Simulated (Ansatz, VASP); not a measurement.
# Two plane-wave programs on InP

```
In P
1.0
     0.00000    2.77020    2.77020
     2.83474    0.00000    2.77020
     2.83474    2.77020    0.00000
In P
1 1
Direct
  0.99315 0.00685 0.00685
  0.52540 0.47460 0.47460
```

Change from the starting cell: mode 4 frozen in at -0.141 Å, normal strain along x +0.0233.

Alike in both runs: task single point; functional PBE; k mesh 14 × 14 × 14; occupations gaussian, width 0.15 eV; no spin polarisation.

|  | VASP | Ansatz |
| --- | --- | --- |
| version | VASP 6.6.1 | Ansatz 0.2.0 |
| potentials or method | VASP PAW PBE potentials, release 64 (In_d, P), cutoff 520 eV | scalar-relativistic, plane waves, PAW |
| valence electrons in the cell | 18 | 18 |

VASP gave:

- gap on the k mesh at the Fermi level (eV): none
- pressure (GPa): -0.9
- traceless stress, the component that is largest in VASP (GPa): 0.93
- rms of the force components (eV/Å): 0.131

Q: What did Ansatz give for the same quantities?

A: gap on the k mesh at the Fermi level (eV): none; pressure (GPa): -0.8; traceless stress, the component that is largest in VASP (GPa): 0.94; rms of the force components (eV/Å): 0.131.

Atom by atom the forces differ by 0.000 eV/Å (rms over components). A gap of «none» marks a metal or a gap that the smearing closes. The functional is the same, so the differences come from potentials, cutoffs and numerics.
